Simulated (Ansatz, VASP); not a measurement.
## Ca3Os2 in VASP and in Ansatz

```
Ca Os
1.0
     4.86479    0.00000    0.00000
    -2.43239    4.21303    0.00000
     0.00000    0.00000    6.00153
Ca Os
3 2
Cartesian
  0.0000 0.0000 0.0000
  0.0000 2.8087 2.2289
  2.4324 1.4043 3.7726
  0.0000 2.8087 5.5604
  2.4324 1.4043 0.4411
```

Change from the starting cell: species swapped into the Mg3Sb2 type (P-3m1, No. 164).

Alike in both runs: functional PBE; k mesh 6 × 6 × 4; occupations gaussian, width 0.1 eV; no spin polarisation.

Ansatz relaxed the structure, and its values are those at the end. VASP's run is a single point on that final structure, the one shown.

|  | VASP | Ansatz |
| --- | --- | --- |
| version | VASP 6.6.1 | Ansatz 0.2.0 |
| potentials or method | VASP PAW PBE potentials, release 64 (Ca_sv, Os), cutoff 520 eV | scalar-relativistic, plane waves, PAW |
| valence electrons in the cell | 46 | 62 |

VASP gave:

```
gap on the k mesh at the Fermi level (eV) : none
pressure (GPa)                            : 0.3
rms of the force components (eV/Å)        : 0.014
```

Estimate Ansatz's values.

gap on the k mesh at the Fermi level (eV): none; pressure (GPa): 0.2; rms of the force components (eV/Å): 0.004.

A gap of «none» marks a metal or a gap that the smearing closes. VASP's potentials hold 46 valence electrons a cell and Ansatz's 62, so a difference there can come from the potentials and not from the codes.

Neither program's run includes spin-orbit coupling.
